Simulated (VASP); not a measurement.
In3GaP4, 8 atoms in the cell. The structure is tetragonal, space group P4/mmm (No. 123). The conventional cell has a = 3.957 Å, b = 3.957 Å, c = 11.191 Å, α = 90.00°, β = 90.00°, γ = 90.00°. Within 3.7 Å of In (site symmetry 4mm) lie 6 P at 2.80 Å. In (site symmetry 4/mmm) has 6 P at 2.80 Å within 3.7 Å. Ga (site symmetry 4/mmm) has 6 P at 2.80 Å within 3.7 Å. Within 3.7 Å of P (site symmetry 4/mmm) lie 2 In at 2.80 Å and 4 Ga at 2.80 Å. P (site symmetry 4mm) has 5 In at 2.80 Å and 1 Ga at 2.80 Å within 3.7 Å. P (site symmetry 4/mmm) has 6 In at 2.80 Å within 3.7 Å. 

- Program: VASP 6.6.1
- Task: relaxation of cell and atoms
- Functional: PBE
- Potentials or basis: VASP PAW PBE potentials, release 64 (In_d, Ga_d, P)
- Cutoff: 600 eV
- k mesh: 4 × 4 × 2
- Occupations: gaussian, width 0.1 eV
- Spin: no spin polarisation
- Dipole correction: no
- Further INCAR settings: ALGO = Normal; EDIFF = 1e-07; IBRION = 2; EDIFFG = -0.04; NSW = 90; ISIF = 3

Potentials or basis: VASP PAW PBE potentials, release 64 (In_d, Ga_d, P).

Command:

```sh
$ cat potpaw_PBE.64/In_d/POTCAR potpaw_PBE.64/Ga_d/POTCAR potpaw_PBE.64/P/POTCAR > POTCAR
$ mpirun -np 1 vasp_std > vasp.out
```

Hardware: 1 thread of AMD EPYC 7R13 (shared host).

Question: Estimate the wall time of this run.

Answer: It took 29 min on 1 thread of AMD EPYC 7R13, on a shared host, peak memory 0.34 GiB. Counts: scf iterations 150, k points 12, ion steps 14.
